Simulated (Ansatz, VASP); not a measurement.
One calculation of NaAl5O2, two programs

```
Na Al O
1.0
     2.89328    0.00000    0.00000
    -1.44664    2.50565    0.00000
     0.00000    0.00000   29.28182
Na Al O
2 10 4
Direct
  0.66667 0.33333 0.09145
  0.33333 0.66667 0.90855
  0.33333 0.66667 0.18507
  0.00000 0.00000 0.00000
  0.66667 0.33333 0.81493
  0.00000 0.00000 0.26214
  0.00000 0.00000 0.73786
  0.66667 0.33333 0.57983
  0.00000 0.00000 0.50000
  0.33333 0.66667 0.42017
  0.66667 0.33333 0.34137
  0.33333 0.66667 0.65863
  0.00000 0.00000 0.14903
  0.33333 0.66667 0.03459
  0.66667 0.33333 0.96541
  0.00000 0.00000 0.85097
```

Alike in both runs: task single point; functional PBE; k mesh 6 × 6 × 1; occupations gaussian, width 0.1 eV; collinear spin.

|  | VASP | Ansatz |
| --- | --- | --- |
| version | VASP 6.6.1 | Ansatz 0.2.0 |
| potentials or method | VASP PAW PBE potentials, release 64 (Na_pv, Al, O), cutoff 520 eV | scalar-relativistic, plane waves, PAW |
| valence electrons in the cell | 68 | 72 |

```tsv
	VASP	Ansatz	Ansatz less VASP
gap on the k mesh at the Fermi level (eV)	none	none	-
pressure (GPa)	0.1	0.1	+0.02
traceless stress, the component that is largest in VASP (GPa)	-0.36	-0.35	+0.010
rms of the force components (eV/Å)	0.017	0.016	-0.0003
net moment per atom (μB)	0.00	0.00	0.000
```

Atom by atom the forces differ by 0.002 eV/Å (rms over components). A gap of «none» marks a metal or a gap that the smearing closes. VASP's potentials hold 68 valence electrons a cell and Ansatz's 72, so a difference there can come from the potentials and not from the codes. Ansatz's warnings: seeded moment not kept.

The k mesh is coarse, so the values compare programs but aren't converged.
